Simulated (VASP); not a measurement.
# Zn3O3H14 in VASP: single point with PBEsol

Aim: the single point of Zn3O3H14 with PBEsol.

Everything below comes from runs of VASP 6.6.1. Logs are shortened: lines on timing, memory, paths and dates and some standing lists are left out, and cuts for length are marked.

## (1) The cell of the first run

The cell holds a cluster in a box, 20 atoms: a = 12.200 Å, b = 13.300 Å, c = 14.400 Å, α = 90.00°, β = 90.00°, γ = 90.00°.

## (2) Single point, PBEsol

Contents of INCAR:

```
PREC     = Accurate       # precision mode
ENCUT    = 520            # plane-wave cutoff, eV
EDIFF    = 1E-6           # SCF threshold, eV
ISMEAR   = 0              # smearing method
SIGMA    = 0.05           # smearing width, eV
LREAL    = Auto         
LASPH    = True           # aspherical terms in the spheres
NELM     = 80             # most SCF steps
ALGO     = Normal         # electronic algorithm
ISIF     = 2              # what is computed and relaxed
LWAVE    = False          # write WAVECAR
LCHARG   = False          # write CHGCAR
GGA      = PS             # functional
NBANDS   = 50             # bands
```

Contents of KPOINTS:

```
regular mesh
0
Gamma
  1 1 1
```

Contents of POSCAR:

```
Zn3H14O3
1.0
   12.2000000000      0.0000000000      0.0000000000
    0.0000000000     13.3000000000      0.0000000000
    0.0000000000      0.0000000000     14.4000000000
Zn O H
3 3 14
Direct
    0.4152253737      0.4815065260      0.3953183597
    0.6023798024      0.4394303285      0.5834921425
    0.4686630678      0.6529391385      0.5829096691
    0.5733148650      0.4314346850      0.3645154423
    0.4444082859      0.6323738722      0.3643254245
    0.4545167144      0.5034194888      0.5280496024
    0.3189882440      0.4292089044      0.3483521322
    0.5733143177      0.4028230130      0.6811489455
    0.5422153624      0.2658078665      0.5408063207
    0.6847698795      0.4633344791      0.5024534359
    0.4210812257      0.6486375102      0.6811318905
    0.2740765501      0.6951621629      0.5425645420
    0.5312224316      0.7063929641      0.5011207001
    0.5494407527      0.2742733156      0.4886664417
    0.6248667058      0.4465495766      0.4182763441
    0.6112361336      0.4469559558      0.3070184623
    0.2849464678      0.6958423580      0.4903001646
    0.4845258344      0.6663794264      0.4177528410
    0.4770090558      0.6551608343      0.3065574237
    0.3990401421      0.4740999289      0.5684522704
```

Potentials or basis: VASP PAW PBE potentials, release 64 (Zn, O, H).

Run with:

```console
cat potpaw_PBE.64/Zn/POTCAR potpaw_PBE.64/O/POTCAR potpaw_PBE.64/H/POTCAR > POTCAR
mpirun -np 1 vasp_gam > vasp.out
```

OUTCAR:

```text
PREC = Accurate
   ENCUT = 520
   EDIFF = 1E-6
   ISMEAR = 0
   LREAL = Auto
   LASPH = True
   NELM = 80
   ISIF = 2
   GGA = PS

 ion  position               nearest neighbor table
   1  0.415  0.482  0.395-   7 1.52   6 1.99   5 2.09   4 2.09
   2  0.602  0.439  0.583-   8 1.53  10 1.57   6 2.15
   3  0.469  0.653  0.583-  11 1.53  13 1.57   6 2.15
   4  0.573  0.431  0.365-  16 0.97  15 1.02   1 2.09
   5  0.444  0.632  0.364-  19 0.97  18 1.02   1 2.09
   6  0.455  0.503  0.528-  20 0.97   1 1.99   3 2.15   2 2.15
   7  0.319  0.429  0.348-   1 1.52
   8  0.573  0.403  0.681-   2 1.53
   9  0.542  0.266  0.541-  14 0.76
  10  0.685  0.463  0.502-   2 1.57
  11  0.421  0.649  0.681-   3 1.53
  12  0.274  0.695  0.543-  17 0.76
  13  0.531  0.706  0.501-   3 1.57
  14  0.549  0.274  0.489-   9 0.76
  15  0.625  0.447  0.418-   4 1.02
  16  0.611  0.447  0.307-   4 0.97
  17  0.285  0.696  0.490-  12 0.76
  18  0.485  0.666  0.418-   5 1.02
  19  0.477  0.655  0.307-   5 0.97
  20  0.399  0.474  0.568-   6 0.97

  LATTYP: Found a simple orthorhombic cell.
 ALAT       =    12.2000000000
 B/A-ratio  =     1.0901639344
 C/A-ratio  =     1.1803278689

  Lattice vectors:

 A1 = (  12.2000000000,   0.0000000000,   0.0000000000)
 A2 = (   0.0000000000,  13.3000000000,   0.0000000000)
 A3 = (   0.0000000000,   0.0000000000,  14.4000000000)

Analysis of symmetry for initial positions (statically):
=====================================================================
 Subroutine PRICEL returns:
 Original cell was already a primitive cell.

 Routine SETGRP: Setting up the symmetry group for a
 simple orthorhombic supercell.

 Subroutine GETGRP returns: Found  1 space group operations
 (whereof  1 operations were pure point group operations)
 out of a pool of  8 trial point group operations.

The static configuration has the point symmetry C_1 .

Analysis of symmetry for dynamics (positions and initial velocities):
=====================================================================
 Subroutine PRICEL returns:
 Original cell was already a primitive cell.

 Routine SETGRP: Setting up the symmetry group for a
 simple orthorhombic supercell.

 Subroutine GETGRP returns: Found  1 space group operations
 (whereof  1 operations were pure point group operations)
 out of a pool of  8 trial point group operations.

The dynamic configuration has the point symmetry C_1 .
[... 114 lines left out ...]
   NSW    =      0    number of steps for IOM
   IBRION =     -1    ionic relax: 0-MD 1-quasi-New 2-CG
   NFREE  =      0    steps in history (QN), initial steepest desc. (CG)
   ISIF   =      2    stress and relaxation
   ISYM   =      2    0-nonsym 1-usesym 2-fastsym
   POTIM  = 0.5000    time-step for ionic-motion
   TEBEG  =    0.0;   TEEND  =   0.0 temperature during run
   PSTRESS=    0.0 pullay stress
   NELECT =      68.0000    total number of electrons
   NUPDOWN=      -1.0000    fix difference up-down
   EMIN   =  10.00;   EMAX   =-10.00  energy-range for DOS
   EFERMI =   0.00;   METHOD = LEGACY
   ISMEAR =     0;   SIGMA  =   0.05  broadening in eV -4-tet -1-fermi 0-gaus
   EFERMI_NEDOS =   21; number of points for ismear=-14 and -15
   IALGO  =     38    algorithm
   IMIX   =      4    mixing-type and parameters
     AMIX     =   0.40;   BMIX     =  1.00
     AMIX_MAG =   1.60;   BMIX_MAG =  1.00
  volume/ion in A,a.u.               =     116.83       788.39
  Fermi-wavevector in a.u.,A,eV,Ry     =   0.503562  0.951595  3.450096  0.253575
  Thomas-Fermi vector in A             =   1.513145
   LORBIT       =      0    0 simple, 1 ext, 2 COOP (PROOUT), +10 PAW based schemes
   GGA     = PS    functional components
   LHFCALC =     F    Hartree Fock is set to
   AEXX    =    0.0000 exact exchange contribution
   IVDW    =     0    specifies the selected vdW correction
   LEPSILON=     F    determine dielectric tensor
   LRPA    =     F    only Hartree local field effects (RPA)
 non-spin polarized calculation
 Gauss-broadening in eV      SIGMA  =   0.05
  energy-cutoff  :      520.00
  volume of cell :     2336.54
 maximum number of plane-waves:     31447
 NGX is ok and might be reduce to    90
   NGX = 45   NGY = 49   NGZ = 53

 number of electron      68.0000010 magnetization

 Free energy of the ion-electron system (eV)
  ---------------------------------------------------
  ext. energy  EPLUGINS =         0.00000000
  ---------------------------------------------------
  free energy    TOTEN  =       -71.83407351 eV

  energy without entropy =      -71.83407351  energy(sigma->0) =      -71.83407351

 E-fermi :  -5.8389     XC(G=0):  -1.1982

 val. band max:       -6.1118642932   @ k =   0.0000   0.0000   0.0000
 cond. band min:      -1.2609695094   @ k =   0.0000   0.0000   0.0000
 fundamental gap:      4.8508947839
 Fermi energy:        -5.8388570683

 k-point     1 :       0.0000    0.0000    0.0000
  band No.  band energies     occupation
      1     -25.9328      2.00000
      2     -25.8361      2.00000
      3     -24.4673      2.00000
      4     -14.1576      2.00000
      5     -14.0265      2.00000
      6     -12.1327      2.00000
[... 38 lines left out ...]
     45       0.7009      0.00000
     46       0.8034      0.00000
 [bands above 46 left out]

------------------------ aborting loop because EDIFF is reached ----------------------------------------

  FORCE on cell =-STRESS in cart. coord.  units (eV):
  Direction    XX          YY          ZZ          XY          YZ          ZX
  --------------------------------------------------------------------------------------
  -------------------------------------------------------------------------------------
  Total       -0.0460675     -0.1274365      0.3302990      0.0859974     -0.0602177     -0.0651813
  in kB       -0.0315887     -0.0873837      0.2264873      0.0589687     -0.0412915     -0.0446951
  external PRESSURE =       0.0358383 kB  Pullay stress =       0.0000000 kB

 VOLUME and BASIS-vectors are now :
 -----------------------------------------------------------------------------
  energy-cutoff  :      520.00
  volume of cell :     2336.54
      direct lattice vectors                 reciprocal lattice vectors
    12.200000000  0.000000000  0.000000000     0.081967213  0.000000000  0.000000000
     0.000000000 13.300000000  0.000000000     0.000000000  0.075187970  0.000000000
     0.000000000  0.000000000 14.400000000     0.000000000  0.000000000  0.069444444

 POSITION                                       TOTAL-FORCE (eV/Angst)
 -----------------------------------------------------------------------------------
      5.06575      6.40404      5.69258        -0.020500     -0.013155     -0.063300
      7.34903      5.84442      8.40229         0.012357     -0.001674     -0.003524
      5.71769      8.68409      8.39390         0.006469      0.014658     -0.004631
      6.99444      5.73808      5.24902        -0.053771     -0.008903      0.062798
      5.42178      8.41057      5.24629        -0.034792     -0.032948      0.061726
      5.54510      6.69548      7.60391         0.061047      0.036646     -0.011080
[... 12 lines left out ...]
      5.81951      8.71364      4.41443         0.026408      0.030072     -0.140719
      4.86829      6.30553      8.18571        -0.079024     -0.046067      0.066250
 -----------------------------------------------------------------------------------
    total drift:                               -0.002092      0.004064     -0.001239

  FREE ENERGIE OF THE ION-ELECTRON SYSTEM (eV)
  ---------------------------------------------------
  free  energy   TOTEN  =       -71.8340735092 eV

  energy  without entropy=      -71.8340735092  energy(sigma->0) =      -71.83407351
```

It took 3.8 min on 1 thread of AMD EPYC 9R45 (Zen 5), shared host; peak memory 1.7 GiB.

Results:

* Free energy: -71.8341 eV
* Largest force: 0.146 eV/Å
* Gap between the frontier levels: 4.85 eV

Forces in eV/Å, atoms in the order of the input:
```
Zn  -0.021 -0.013 -0.063
Zn   0.012 -0.002 -0.004
Zn   0.006  0.015 -0.005
O   -0.054 -0.009  0.063
O   -0.035 -0.033  0.062
O    0.061  0.037 -0.011
H   -0.016 -0.009 -0.007
H   -0.003 -0.006  0.025
H    0.000  0.002  0.009
H    0.011  0.000 -0.015
H   -0.006 -0.001  0.023
H    0.004 -0.004  0.007
H    0.002  0.007 -0.015
H   -0.003  0.002 -0.009
H    0.036 -0.006  0.080
H    0.040  0.010 -0.137
H    0.001 -0.004 -0.008
H    0.016  0.030  0.078
H    0.026  0.030 -0.141
H   -0.079 -0.046  0.066
```

Caveat: the PAW data sets were made with another functional, which shifts forces and pressure a little.
